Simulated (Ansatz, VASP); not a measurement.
## One calculation of Si2W, two programs

```
CELL_PARAMETERS angstrom
-1.57054 1.57054 4.15768
1.57054 -1.57054 4.15768
1.57054 1.57054 -4.15768
ATOMIC_POSITIONS crystal
Si 0.36635 0.36635 0.00000
Si 0.63365 0.63365 0.00000
W 0.00000 0.00000 0.00000
```

Alike in both runs: task single point; functional PBE; k mesh 18 × 18 × 18; occupations gaussian, width 0.15 eV; no spin polarisation.

|  | VASP | Ansatz |
| --- | --- | --- |
| version | VASP 6.6.1 | Ansatz 0.2.0 |
| potentials or method | VASP PAW PBE potentials, release 64 (Si, W_sv), cutoff 520 eV | scalar-relativistic, plane waves, PAW |
| valence electrons in the cell | 22 | 22 |

Ansatz gave:

| Item | Value |
| --- | --- |
| gap on the k mesh at the Fermi level (eV) | none |
| pressure (GPa) | 20.4 |
| traceless stress, the component that is largest in VASP (GPa) | -4.01 |
| rms of the force components (eV/Å) | 2.758 |

**Question.** Estimate VASP's values.

**Answer.** gap on the k mesh at the Fermi level (eV): none; pressure (GPa): 20.4; traceless stress, the component that is largest in VASP (GPa): -4.25; rms of the force components (eV/Å): 2.749.

Atom by atom the forces differ by 0.010 eV/Å (rms over components). A gap of «none» marks a metal or a gap that the smearing closes.

Neither program's run includes spin-orbit coupling.
